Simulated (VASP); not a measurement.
V:

```
V
1.0
    -0.07565    2.04813    1.85486
     1.90213    0.02634    1.75288
     1.88239    1.92639    0.04608
V
1
Direct
  0.00000 0.00000 0.00000
```

Base run:

| Item | Value |
| --- | --- |
| Program | VASP 6.6.1 |
| Functional | PBE |
| Potentials or basis | VASP PAW PBE potentials, release 64 (V_sv) |
| Cutoff | 520 eV |
| k mesh | 10 × 10 × 10 |
| Occupations | fermi-dirac, width 0.05 eV |
| Spin | collinear spin, ferromagnetic start |
| Starting moments | [0.5] μB |
| Fixed moment | 0.5 μB |

Its results: pressure 4.6 GPa; site moments V +0.42 μB.

Question: The run is repeated on the same cell with these changes: fixed moment from 0.5 μB to 1 μB; moments at the start from [0.5] to [1.0]. What comes out?

Answer: Pressure 7.9 GPa; site moments V +0.84 μB.

Caveats: the total moment is fixed, so each spin has its own Fermi level and the state may be an excited one; the stress differs along the axes, from -6 to 11 GPa (at least some runs); the stress differs along the axes, from 1 to 12 GPa (at least some runs).
